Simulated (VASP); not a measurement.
Runs of VASP 6.6.1 on Ba. The structure is that of space group Pm-3m (No. 221), or close to it. The cells are those of the table. This isn't the form of Ba at room conditions, which is bcc.

```tsv
task	cell	cutoff (eV)	gap on the mesh (eV)	pressure (GPa)
single point	a = 2.942 Å, 1 atom	520	none	37.5
relaxation of cell and atoms	relaxed from a = 4.110 Å, 1 atom	600	none	0.0
single point	a = 2.850 Å, 1 atom	520	none	(a)
relaxation of cell and atoms	relaxed to 15 GPa from a = 4.110 Å, 1 atom	600	none	15.1
single point	a = 4.046 Å, 1 atom	520	none	0.1
single point	a = 3.162 Å, 1 atom	520	none	18.2
```

Alike in all rows: level RPBE; potentials or basis VASP PAW PBE potentials, release 64 (Ba_sv); no spin polarisation; k mesh 6 × 6 × 6; smearing gaussian 0.1 eV.

Q: Fill in the values left out.

A: (a) 55.5.

Caveats: some runs use coarse meshes; the PAW data sets were made with another functional, which shifts forces and pressure a little; spin-orbit coupling is left out, which moves the levels of the heavy elements; the cell stands under pressure (at least some runs); the cell is relaxed towards a set pressure, so the run minimises the enthalpy, not the energy (at least some runs).

A k mesh can miss the band edges, and the runs leave out spin-orbit coupling on Ba.

A gap of «none» marks levels without a gap at the run's occupations.
